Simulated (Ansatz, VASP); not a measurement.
**One calculation of SiNi, two programs**

Contents of INCAR:

```
PREC = Accurate
ENCUT = 690
EDIFF = 1E-6
ISMEAR = 0
SIGMA = 0.1
LREAL = F
LASPH = T
NELM = 120
ALGO = Normal
ISIF = 2
LWAVE = F
LCHARG = F
GGA = PE
NBANDS = 30
GGA_COMPAT = F
```

The input KPOINTS:

```
Automatic mesh
0
Gamma
  6 6 4
```

The input POSCAR:

```
SiNi
1.0
    3.0266200000      0.0000000000      0.0000000000
    0.0000000000      3.2735000000      0.0000000000
    0.0000000000      0.0000000000      4.6977600000
Si Ni
2 2
Direct
    0.5000000000      0.5000000000      0.8423000000
    0.0000000000      0.0000000000      0.1577000000
    0.5000000000      0.5000000000      0.3442200000
    0.0000000000      0.0000000000      0.6557800000
```

Input for Ansatz:

```yaml
crystal:
  lattice:
    - [3.02662, 0.0, 0.0]
    - [0.0, 3.2735, 0.0]
    - [0.0, 0.0, 4.69776]
  atoms:
    - { symbol: Si, position: [0.5, 0.5, 0.8423] }
    - { symbol: Si, position: [0.0, 0.0, 0.1577] }
    - { symbol: Ni, position: [0.5, 0.5, 0.34422] }
    - { symbol: Ni, position: [0.0, 0.0, 0.65578] }
basis:
  ecutwfc: 420
kpoints:
  mp_grid: { grid: [6, 6, 4] }
hamiltonian:
  xc: pbe
scf:
  occupations: { method: gaussian, width: 0.1 }
output:
  forces: true
  stress: true
  eigenvalues: true
```

Alike in both runs: task single point; functional PBE; k mesh 6 × 6 × 4; occupations gaussian, width 0.1 eV; no spin polarisation.

|  | VASP | Ansatz |
| --- | --- | --- |
| version | VASP 6.6.1 | Ansatz 0.2.0 |
| potentials or method | VASP PAW PBE potentials, release 64 (Si, Ni_sv_GW), cutoff 690 eV | scalar-relativistic, plane waves, PAW |
| valence electrons in the cell | 44 | 44 |

Ansatz gave:

| Item | Value |
| --- | --- |
| gap on the k mesh at the Fermi level (eV) | none |
| pressure (GPa) | 0.9 |
| traceless stress, the component that is largest in VASP (GPa) | -1.20 |
| rms of the force components (eV/Å) | 0.075 |

Q: Which values does VASP return?

A: gap on the k mesh at the Fermi level (eV): none; pressure (GPa): 0.0; traceless stress, the component that is largest in VASP (GPa): -1.20; rms of the force components (eV/Å): 0.078.

Atom by atom the forces differ by 0.003 eV/Å (rms over components). A gap of «none» marks a metal or a gap that the smearing closes.
